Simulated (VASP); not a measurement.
MnB3Ir: single point with PBE

MnB3Ir:

```
Mn B Ir
1.0
     3.72071    0.00000    0.00000
     0.00000    3.72071    0.00000
     0.00000    0.00000    3.72071
Mn B Ir
1 3 1
Direct
  0.50000 0.50000 0.50000
  0.00000 0.50000 0.50000
  0.50000 0.00000 0.50000
  0.50000 0.50000 0.00000
  0.00000 0.00000 0.00000
```

```
Program                : VASP 6.6.1
Task                   : single point
Functional             : PBE
Potentials or basis    : VASP PAW PBE potentials, release 64 (Mn_pv, B, Ir)
Cutoff                 : 520 eV
k mesh                 : 10 × 10 × 10
Occupations            : gaussian, width 0.1 eV
Spin                   : collinear spin, ferromagnetic start
Starting moments       : [0.34, 0.0, 0.0, 0.0, 0.48] μB
Dipole correction      : no
Further INCAR settings : ALGO = Normal; EDIFF = 1e-06; NBANDS = 28
```

* Pressure: 0.1 GPa
* Net moment: 0.00 μB per cell
* Valence electrons inside the program's atomic spheres: Mn 12.91; B 1.69; Ir 7.85

Levels at points of the mesh, in eV from the Fermi level:
Spin up:
```csv
k point,band 12,band 13,band 14,band 15,band 16,band 17,band 18,band 19
"(0.00, 0.00, 0.00)",-2.52,-1.88,-1.88,-0.29,-0.29,-0.29,2.46,2.46
"(0.50, 0.00, 0.00)",-2.99,-1.97,-1.63,-0.93,1.39,1.39,2.05,3.62
"(0.50, 0.50, 0.00)",-1.55,-1.49,-0.25,-0.10,-0.10,0.34,1.28,1.71
"(0.50, 0.50, 0.50)",-3.57,-1.27,-1.27,-0.02,0.77,0.77,0.77,2.08
```
Spin down:
| k point | band 11 | band 12 | band 13 | band 14 | band 15 | band 16 | band 17 | band 18 | band 19 | band 20 |
| --- | --- | --- | --- | --- | --- | --- | --- | --- | --- | --- |
| (0.00, 0.00, 0.00) | -2.52 | -2.52 | -1.88 | -1.88 | -0.29 | -0.29 | -0.29 | 2.46 | 2.46 | 2.46 |
| (0.50, 0.00, 0.00) | -2.99 | -2.99 | -1.96 | -1.63 | -0.93 | 1.39 | 1.39 | 2.05 | 3.62 | 3.62 |
| (0.50, 0.50, 0.00) | -3.61 | -1.55 | -1.49 | -0.25 | -0.10 | -0.10 | 0.35 | 1.28 | 1.71 | 1.71 |
| (0.50, 0.50, 0.50) | -3.57 | -3.57 | -1.27 | -1.27 | -0.02 | 0.77 | 0.77 | 0.77 | 2.08 | 2.08 |

Wall time 2.5 min on 1 thread of Intel(R) Xeon(R) Platinum 8488C (Sapphire Rapids), on a shared host, peak memory 0.26 GiB.

Caveat: spin-orbit coupling is left out, which moves the levels of the heavy elements.
